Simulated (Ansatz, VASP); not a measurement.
## Two plane-wave programs on TaN

```
Ta N
1.0
     5.19600    0.00000    0.00000
    -2.59800    4.49987    0.00000
     0.00000    0.00000    2.91100
Ta N
3 3
Direct
  0.33333 0.66667 0.50000
  0.66667 0.33333 0.50000
  0.00000 0.00000 0.00000
  0.39285 0.00000 0.00000
  0.60715 0.60715 0.00000
  0.00000 0.39285 0.00000
```

Alike in both runs: task electric field gradients; functional PBEsol; k mesh 6 × 6 × 9; occupations fermi-dirac, width 0.01 eV; no spin polarisation.

```csv
,VASP,Ansatz
version,VASP 6.6.1,Ansatz 0.2.0
potentials or method,"VASP PAW PBE potentials, release 64 (Ta_sv_GW, N)","PAW with Ansatz's default frozen-core files, scalar-relativistic"
plane-wave cutoff (eV),520,420
valence electrons in the cell,54,54
```

Ansatz gave:

| Item | Value |
| --- | --- |
| rms of the force components (eV/Å) | 0.009 |
| size of Vzz on the site where it differs most (V/Å²) | 137.8 |

Problem. Which values does VASP return?

Solution. rms of the force components (eV/Å): 0.012; size of Vzz on the site where it differs most (V/Å²): 166.5.

VASP's potentials were made for PBE, not for PBEsol. Atom by atom the forces differ by 0.002 eV/Å (rms over components). With one functional, cell and mesh, what is left measures potentials, basis and numerics.

Neither program's run includes spin-orbit coupling.
